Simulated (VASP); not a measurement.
A run of VASP 6.6.1 is set up as follows.

Contents of INCAR:

```
PREC = Accurate ; ENCUT = 520
EDIFF = 1E-6 ; ISMEAR = 0
SIGMA = 0.05 ; LREAL = F
LASPH = T ; NELM = 60
ALGO = Normal ; ISIF = 2
LWAVE = F ; LCHARG = F
GGA = PS ; NBANDS = 15
```

KPOINTS

```
Automatic mesh
0
Gamma
  6 6 6
```

POSCAR

```
KBr
1.0
    0.0000000000      3.0291000000      3.1608000000
    3.0291000000      0.0000000000      3.1608000000
    3.0291000000      3.0291000000      0.0000000000
K Br
1 1
Direct
    0.0000000000      0.0000000000      0.0000000000
    0.5000000000      0.5000000000      0.5000000000
```

Potentials or basis: VASP PAW PBE potentials, release 64 (K_sv, Br).

Launch:

```bash
$ cat potpaw_PBE.64/K_sv/POTCAR potpaw_PBE.64/Br/POTCAR > POTCAR
$ mpirun -np 1 vasp_std > vasp.out
```

Task: Estimate the band gap on the k mesh.

Result: 4.84 eV, direct.

Task: Estimate the pressure.

Result: 5.1 GPa.

Stress tensor (GPa, compression positive):
```
6.16 0.00 0.00
0.00 6.16 0.00
0.00 0.00 2.86
```

Caveat: the cell differs from its parent crystal (strain -0.080 along x and y, -0.040 along z); the PAW data sets were made with another functional, which shifts forces and pressure a little. A k mesh can miss the band edges.
